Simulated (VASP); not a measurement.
# Sc2H3F3 (P-4m2) in VASP: further runs

Sc2H3F3 is run at these levels: PBE; tasks: single point.

All numbers are computed with VASP 6.6.1; they aren't measurements. Logs are shortened: lines on timing, memory, paths and dates and some standing lists are left out, and cuts for length are marked.

## 1. The cell of the first run

The structure is tetragonal, space group P-4m2 (No. 115). The conventional cell has a = 4.006 Å, b = 4.006 Å, c = 7.959 Å, α = 90.00°, β = 90.00°, γ = 90.00°. Sc (site symmetry 2mm) has 3 H at 1.94 to 2.01 Å and 3 F at 2.00 to 2.04 Å within 2.6 Å. Within 2.7 Å of H (site symmetry 2mm) lie 2 Sc at 2.01 Å and 2 H at 2.67 Å. Within 2.6 Å of H (site symmetry -4m2) lie 2 Sc at 1.94 Å. Within 2.7 Å of F (site symmetry 2mm) lie 2 Sc at 2.00 Å. Within 2.7 Å of F (site symmetry -4m2) lie 2 Sc at 2.04 Å.

## 2. Single point, PBE

INCAR

```
SYSTEM = Sc2H3F3
  PREC = Accurate
  ENCUT = 520
  EDIFF = 1E-7
  ISMEAR = 0
  SIGMA = 0.1
  LREAL = .FALSE.
  LASPH = .TRUE.
  NELM = 100
  ALGO = Normal
  ISIF = 2
  LWAVE = .FALSE.
  LCHARG = .TRUE.
  GGA = PE
  LELF = .TRUE.
  LVHAR = .TRUE.
  NBANDS = 33
```

KPOINTS

```
regular mesh
0
G
  4 4 2
  0 0 0
```

POSCAR

```
Sc2H3F3
1.0
    4.0056479258      0.0000000000      0.0000000000
    0.0000000000      4.0056479258      0.0000000000
    0.0000000000      0.0000000000      7.9593184689
Sc H F
2 3 3
Direct
    0.0000000000      0.0000000000      0.7564768241
    0.0000000000      0.0000000000      0.2435231759
    0.5000000000      0.0000000000      0.7784196039
    0.0000000000      0.5000000000      0.2215803961
    0.0000000000      0.0000000000      0.0000000000
    0.5000000000      0.0000000000      0.2441969315
    0.0000000000      0.5000000000      0.7558030685
    0.0000000000      0.0000000000      0.5000000000
```

Potentials or basis: VASP PAW PBE potentials, release 64 (Sc_sv, H, F).

Launch:

```console
$ cat potpaw_PBE.64/Sc_sv/POTCAR potpaw_PBE.64/H/POTCAR potpaw_PBE.64/F/POTCAR > POTCAR
$ mpirun -np 1 vasp_std > vasp.out
```

OUTCAR:

```text
SYSTEM = Sc2H3F3
   PREC = Accurate
   ENCUT = 520
   EDIFF = 1E-7
   ISMEAR = 0
   LREAL = .FALSE.
   LASPH = .TRUE.
   NELM = 100
   ISIF = 2
   GGA = PE

 ion  position               nearest neighbor table
   1  0.000  0.000  0.756-   5 1.94   7 2.00   7 2.00   3 2.01   3 2.01   8 2.04
   2  0.000  0.000  0.244-   5 1.94   6 2.00   6 2.00   4 2.01   4 2.01   8 2.04
   3  0.500  0.000  0.778-   1 2.01   1 2.01
   4  0.000  0.500  0.222-   2 2.01   2 2.01
   5  0.000  0.000  0.000-   1 1.94   2 1.94
   6  0.500  0.000  0.244-   2 2.00   2 2.00
   7  0.000  0.500  0.756-   1 2.00   1 2.00
   8  0.000  0.000  0.500-   1 2.04   2 2.04

  LATTYP: Found a simple tetragonal cell.
 ALAT       =     4.0056479258
 C/A-ratio  =     1.9870239762

  Lattice vectors:

 A1 = (   4.0056479258,   0.0000000000,   0.0000000000)
 A2 = (   0.0000000000,   4.0056479258,   0.0000000000)
 A3 = (   0.0000000000,   0.0000000000,   7.9593184689)

Analysis of symmetry for initial positions (statically):
=====================================================================
 Subroutine PRICEL returns:
 Original cell was already a primitive cell.

 Routine SETGRP: Setting up the symmetry group for a
 simple tetragonal supercell.

 Subroutine GETGRP returns: Found  8 space group operations
 (whereof  8 operations were pure point group operations)
 out of a pool of 16 trial point group operations.

The static configuration has the point symmetry D_2d.

Analysis of symmetry for dynamics (positions and initial velocities):
=====================================================================
 Subroutine PRICEL returns:
 Original cell was already a primitive cell.

 Routine SETGRP: Setting up the symmetry group for a
 simple tetragonal supercell.

 Subroutine GETGRP returns: Found  8 space group operations
 (whereof  8 operations were pure point group operations)
 out of a pool of 16 trial point group operations.

The dynamic configuration has the point symmetry D_2d.

 Subroutine INISYM returns: Found  8 space group operations
 (whereof  8 operations are pure point group operations),
 and found     1 'primitive' translations

----------------------------------------------------------------------------------------

[... 92 lines left out ...]
   LREAL  =      F    real-space projection
   EDIFFG = 0.1E-05   stopping-criterion for IOM
   NSW    =      0    number of steps for IOM
   IBRION =     -1    ionic relax: 0-MD 1-quasi-New 2-CG
   NFREE  =      0    steps in history (QN), initial steepest desc. (CG)
   ISIF   =      2    stress and relaxation
   ISYM   =      2    0-nonsym 1-usesym 2-fastsym
   POTIM  = 0.5000    time-step for ionic-motion
   TEBEG  =    0.0;   TEEND  =   0.0 temperature during run
   PSTRESS=    0.0 pullay stress
   NELECT =      46.0000    total number of electrons
   NUPDOWN=      -1.0000    fix difference up-down
   EMIN   =  10.00;   EMAX   =-10.00  energy-range for DOS
   EFERMI =   0.00;   METHOD = LEGACY
   ISMEAR =     0;   SIGMA  =   0.10  broadening in eV -4-tet -1-fermi 0-gaus
   EFERMI_NEDOS =   21; number of points for ismear=-14 and -15
   IALGO  =     38    algorithm
   IMIX   =      4    mixing-type and parameters
     AMIX     =   0.40;   BMIX     =  1.00
     AMIX_MAG =   1.60;   BMIX_MAG =  1.00
  volume/ion in A,a.u.               =      15.96       107.73
  Fermi-wavevector in a.u.,A,eV,Ry     =   1.164806  2.201164 18.460020  1.356773
  Thomas-Fermi vector in A             =   2.301340
   LORBIT       =      0    0 simple, 1 ext, 2 COOP (PROOUT), +10 PAW based schemes
   GGA     = PE    functional components
   LHFCALC =     F    Hartree Fock is set to
   AEXX    =    0.0000 exact exchange contribution
   IVDW    =     0    specifies the selected vdW correction
   LEPSILON=     F    determine dielectric tensor
   LRPA    =     F    only Hartree local field effects (RPA)
 non-spin polarized calculation
 Gauss-broadening in eV      SIGMA  =   0.10
  energy-cutoff  :      520.00
  volume of cell :      127.71
 maximum number of plane-waves:      3486
 NGX is ok and might be reduce to    30
   NGX = 15   NGY = 15   NGZ = 29

 number of electron      45.9999972 magnetization

 Free energy of the ion-electron system (eV)
  ---------------------------------------------------
  ext. energy  EPLUGINS =         0.00000000
  ---------------------------------------------------
  free energy    TOTEN  =       -44.60008955 eV

  energy without entropy =      -44.60008955  energy(sigma->0) =      -44.60008955

 E-fermi :  -1.0557     XC(G=0):  -7.5883

 val. band max:       -1.5997333501   @ k =   0.5000   0.0000   0.5000
 cond. band min:       1.7045840424   @ k =   0.5000   0.0000   0.5000
 fundamental gap:      3.3043173926
 Fermi energy:        -1.0556831969

 k-point     1 :       0.0000    0.0000    0.0000
  band No.  band energies     occupation
      1     -50.2041      2.00000
      2     -50.2008      2.00000
      3     -29.0159      2.00000
      4     -28.9412      2.00000
      5     -28.9412      2.00000
      6     -28.7840      2.00000
[... 421 lines left out ...]
     32       3.9836      0.00000
     33       6.4756      0.00000

------------------------ aborting loop because EDIFF is reached ----------------------------------------

  FORCE on cell =-STRESS in cart. coord.  units (eV):
  Direction    XX          YY          ZZ          XY          YZ          ZX
  --------------------------------------------------------------------------------------
  -------------------------------------------------------------------------------------
  Total       -0.0297388     -0.0297388     -0.0236699      0.0000000      0.0000000      0.0000000
  in kB       -0.3730890     -0.3730890     -0.2969517      0.0000000      0.0000000      0.0000000
  external PRESSURE =      -0.3477099 kB  Pullay stress =       0.0000000 kB

 VOLUME and BASIS-vectors are now :
 -----------------------------------------------------------------------------
  energy-cutoff  :      520.00
  volume of cell :      127.71
      direct lattice vectors                 reciprocal lattice vectors
     4.005647926  0.000000000  0.000000000     0.249647502  0.000000000  0.000000000
     0.000000000  4.005647926  0.000000000     0.000000000  0.249647502  0.000000000
     0.000000000  0.000000000  7.959318469     0.000000000  0.000000000  0.125638898

 POSITION                                       TOTAL-FORCE (eV/Angst)
 -----------------------------------------------------------------------------------
      0.00000      0.00000      6.02104         0.000000      0.000000      0.090215
      0.00000      0.00000      1.93828        -0.000000      0.000000     -0.090215
      2.00282      0.00000      6.19569        -0.000000      0.000000      0.008682
      0.00000      2.00282      1.76363        -0.000000     -0.000000     -0.008682
      0.00000      0.00000      0.00000        -0.000000      0.000000      0.000000
      2.00282      0.00000      1.94364        -0.000000      0.000000      0.034468
      0.00000      2.00282      6.01568        -0.000000      0.000000     -0.034468
      0.00000      0.00000      3.97966        -0.000000      0.000000      0.000000
 -----------------------------------------------------------------------------------
    total drift:                               -0.000000      0.000000      0.000000

  FREE ENERGIE OF THE ION-ELECTRON SYSTEM (eV)
  ---------------------------------------------------
  free  energy   TOTEN  =       -44.6000895450 eV

  energy  without entropy=      -44.6000895450  energy(sigma->0) =      -44.60008955
```

Run time: 63 s. Hardware: 1 thread of Oxide Virtual Turin-like, shared host; peak memory 0.19 GiB.

Results:

```yaml
Free_energy: -44.6001 eV
Pressure: 0.0 GPa
Largest_force: 0.090 eV/Å
Band_gap_on_the_k_mesh: 3.30 eV, direct
```

Forces in eV/Å, atoms in the order of the input:
```
Sc   0.000  0.000  0.090
Sc   0.000  0.000 -0.090
H    0.000  0.000  0.009
H    0.000  0.000 -0.009
H    0.000  0.000  0.000
F    0.000  0.000  0.034
F    0.000  0.000 -0.034
F    0.000  0.000  0.000
```

## 3. Single point, PBE

This run uses another cell than the first one, of 17.51 Å³/atom, 1.097 times its volume.

INCAR

```
SYSTEM = Sc2H3F3
PREC = Accurate
ENCUT = 520
EDIFF = 1E-7
ISMEAR = 0
SIGMA = 0.1
LREAL = .FALSE.
LASPH = .TRUE.
NELM = 60
ALGO = Normal
ISIF = 2
LWAVE = .FALSE.
LCHARG = .TRUE.
GGA = PE
LELF = .TRUE.
LVHAR = .TRUE.
NBANDS = 33
```

KPOINTS is that of step 2.

POSCAR

```
Sc2H3F3
1.0
    4.1223495600      0.0000000000      0.0000000000
    0.0000000000      4.1223495600      0.0000000000
    0.0000000000      0.0000000000      8.2446991100
Sc H F
2 3 3
Direct
    0.0000000000      0.0000000000      0.7500000000
    0.0000000000      0.0000000000      0.2500000000
    0.5000000000      0.0000000000      0.7500000000
    0.0000000000      0.5000000000      0.2500000000
    0.0000000000      0.0000000000      0.0000000000
    0.5000000000      0.0000000000      0.2500000000
    0.0000000000      0.5000000000      0.7500000000
    0.0000000000      0.0000000000      0.5000000000
```

Potentials or basis: VASP PAW PBE potentials, release 64 (Sc_sv, H, F).

Launch:

```console
$ cat potpaw_PBE.64/Sc_sv/POTCAR potpaw_PBE.64/H/POTCAR potpaw_PBE.64/F/POTCAR > POTCAR
$ mpirun -np 1 vasp_std > vasp.out
```

It took 73 s on 1 thread of Oxide Virtual Turin-like, shared host; peak memory 0.22 GiB.

The run converged. Its results:

```
Free energy            : -44.3859 eV
Pressure               : -4.6 GPa
Largest force          : 0.125 eV/Å
Band gap on the k mesh : 2.96 eV, direct
```

Forces in eV/Å, atoms in the order of the input:
```
Sc   0.000  0.000  0.052
Sc   0.000  0.000 -0.052
H    0.000  0.000  0.125
H    0.000  0.000 -0.125
H    0.000  0.000  0.000
F    0.000  0.000 -0.055
F    0.000  0.000  0.055
F    0.000  0.000  0.000
```

Stress tensor (GPa, compression positive):
```
-4.68  0.00  0.00
 0.00 -4.68  0.00
 0.00  0.00 -4.41
```

Levels at points of the mesh, in eV from the valence-band top:
| k point | band 21 | band 22 | band 23 | band 24 | band 25 | band 26 |
| --- | --- | --- | --- | --- | --- | --- |
| (0.00, 0.00, 0.00) | -2.23 | -1.83 | -0.81 | 3.34 | 3.34 | 3.37 |
| (0.50, 0.00, 0.00) | -1.83 | -0.83 | 0.00 | 3.02 | 3.03 | 3.37 |
| (0.50, 0.50, 0.00) | -0.86 | -0.08 | -0.08 | 3.15 | 3.15 | 3.67 |
| (0.00, 0.00, 0.50) | -2.05 | -1.91 | -0.64 | 3.18 | 3.18 | 3.38 |
| (0.50, 0.00, 0.50) | -1.77 | -0.65 | 0.00 | 2.96 | 3.03 | 3.22 |
| (0.50, 0.50, 0.50) | -0.63 | -0.08 | -0.08 | 3.09 | 3.09 | 3.51 |

## 4. Single point, PBE

This run uses another cell than the first one, of 15.89 Å³/atom, 0.995 times its volume.

INCAR

```
SYSTEM = Sc2H3F3
  ALGO = Normal
  EDIFF = 1E-6
  ENCUT = 520
  GGA = PE
  ISIF = 2
  ISMEAR = 0
  LASPH = .TRUE.
  LCHARG = .FALSE.
  LREAL = .FALSE.
  LWAVE = .FALSE.
  NBANDS = 33
  NELM = 60
  PREC = Accurate
  SIGMA = 0.02
```

KPOINTS

```
k-points
0
G
  6 6 4
  0 0 0
```

POSCAR

```
Sc2H3F3
1.0
    3.9987976789      0.0000000000      0.0000000000
    0.0000000000      3.9987976789      0.0000000000
    0.0000000000      0.0000000000      7.9475621462
Sc H F
2 3 3
Direct
    0.0000000000      0.0000000000      0.7566383366
    0.0000000000      0.0000000000      0.2433616634
    0.5000000000      0.0000000000      0.7797545431
    0.0000000000      0.5000000000      0.2202454569
    0.0000000000      0.0000000000      0.0000000000
    0.5000000000      0.0000000000      0.2467528117
    0.0000000000      0.5000000000      0.7532471883
    0.0000000000      0.0000000000      0.5000000000
```

Launch:

```console
$ cat potpaw_PBE.64/Sc_sv/POTCAR potpaw_PBE.64/H/POTCAR potpaw_PBE.64/F/POTCAR > POTCAR
$ mpirun -np 1 vasp_std > vasp.out
```

Wall time 2 min (1 thread of Oxide Virtual Turin-like, shared host); peak memory 0.23 GiB.

It converged, with:

```
Free energy            : -44.6123 eV
Pressure               : 0.2 GPa
Largest force          : 0.060 eV/Å
Band gap on the k mesh : 3.34 eV, indirect (the least direct gap lies 1.7 meV higher)
```

Forces on the atoms (eV/Å):
```
Sc   0.000  0.000  0.060
Sc   0.000  0.000 -0.060
H    0.000  0.000  0.003
H    0.000  0.000 -0.003
H    0.000  0.000  0.000
F    0.000  0.000  0.002
F    0.000  0.000 -0.002
F    0.000  0.000  0.000
```

Levels at points of the mesh, in eV from the valence-band top:
```
           k point  band 19  band 20  band 21  band 22  band 23  band 24  band 25  band 26  band 27  band 28
(0.00, 0.00, 0.00)    -3.62    -3.62    -2.41    -1.86    -0.78     3.77     3.77     3.79     3.83     3.95
(0.50, 0.00, 0.00)    -3.68    -3.44    -1.96    -0.84     0.00     3.38     3.43     3.81     4.01     4.05
(0.50, 0.50, 0.00)    -3.47    -3.47    -0.98    -0.07    -0.07     3.58     3.58     4.15     4.22     4.24
(0.00, 0.00, 0.50)    -3.62    -3.62    -2.20    -1.93    -0.57     3.53     3.53     3.81     3.82     4.22
(0.50, 0.00, 0.50)    -3.68    -3.46    -1.86    -0.62     0.00     3.35     3.38     3.59     4.02     4.25
(0.50, 0.50, 0.50)    -3.47    -3.47    -0.69    -0.07    -0.07     3.51     3.51     4.04     4.21     4.23
```

## 5. The runs side by side

| cell | k mesh | smearing | gap on the mesh (eV) | pressure (GPa) | largest force (eV/Å) |
| --- | --- | --- | --- | --- | --- |
| a = 4.006, b = 4.006, c = 7.959 Å, 8 atoms | 4 × 4 × 2 | gaussian 0.1 eV | 3.30 | 0.0 | 0.09 |
| a = 4.122, b = 4.122, c = 8.245 Å, 8 atoms | 4 × 4 × 2 | gaussian 0.1 eV | 2.96 | -4.6 | 0.13 |
| a = 3.999, b = 3.999, c = 7.948 Å, 8 atoms | 6 × 6 × 4 | gaussian 0.02 eV | 3.34 | 0.2 | 0.06 |

Alike in all rows: task single point; level PBE; potentials or basis VASP PAW PBE potentials, release 64 (Sc_sv, H, F); no spin polarisation; cutoff (eV) 520.

Total energies depend on the potentials used, so only differences within one code and one set of settings carry meaning.
